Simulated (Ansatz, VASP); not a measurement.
# Y in VASP and in Ansatz

```xyz
1
Lattice="-1.8879 1.8879 1.8879 1.8879 -1.8879 1.8879 1.8879 1.8879 -1.8879" Properties=species:S:1:pos:R:3 pbc="T T T"
Y     0.0000    0.0000    0.0000
```

Change from the starting cell: volume scaled by 0.9, LAPW.

Alike in both runs: task single point; functional LDA; k mesh 14 × 14 × 14; occupations fermi-dirac, width 0.05 eV; no spin polarisation.

|  | VASP | Ansatz |
| --- | --- | --- |
| version | VASP 6.6.1 | Ansatz 0.2.0 |
| potentials or method | VASP PAW LDA potentials, release 64 (Y_sv), cutoff 520 eV | all-electron LAPW, scalar-relativistic |

|  | VASP | Ansatz | Ansatz less VASP |
| --- | --- | --- | --- |
| pressure (GPa) | 5.3 | 5.5 | +0.19 |

LDA's correlation is that of Perdew and Zunger in VASP and of Perdew and Wang (1992) in Ansatz. Ansatz ran all-electron here, and VASP with PAW potentials.
